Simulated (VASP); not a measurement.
Na, 2 atoms in the cell. Symmetry: P6_3/mmc, No. 194, hexagonal system. Conventional cell: a = 3.744 Å, b = 3.744 Å, c = 6.102 Å, α = 90.00°, β = 90.00°, γ = 120.00°. Na (site symmetry -6m2) has 12 Na at 3.74 Å within 4.9 Å. This isn't the form of Na at room conditions, which is bcc.

- Program: VASP 6.6.1
- Task: single point
- Functional: PBE
- Potentials or basis: VASP PAW PBE potentials, release 64 (Na_pv)
- Cutoff: 520 eV
- k mesh: 15 × 15 × 8
- Occupations: gaussian, width 0.1 eV
- Spin: no spin polarisation
- Dipole correction: no
- k mesh for the DOS: 23 × 23 × 12
- Occupations for the DOS: tetrahedron
- Further INCAR settings: ALGO = Normal; EDIFF = 1e-07; NBANDS = 14

Potentials or basis: VASP PAW PBE potentials, release 64 (Na_pv).

Launch:

```console
$ cat potpaw_PBE.64/Na_pv/POTCAR > POTCAR
$ cp INCAR.step1 INCAR
$ cp KPOINTS.step1 KPOINTS
$ mpirun -np 1 vasp_std > vasp.out
$ cp INCAR.step2 INCAR
$ cp KPOINTS.step2 KPOINTS
$ mpirun -np 1 vasp_std > vasp.out
```

Hardware: 1 thread of Intel(R) Xeon(R) Platinum 8259CL CPU @ 2.50GHz (Skylake/Cascade Lake) (shared host).

Question: Estimate the wall time of this run.

Answer: Run time: 3.8 min on 1 thread of Intel(R) Xeon(R) Platinum 8259CL CPU @ 2.50GHz (Skylake/Cascade Lake), with other jobs on the host, peak memory 0.4 GiB. Counts: k points 392.
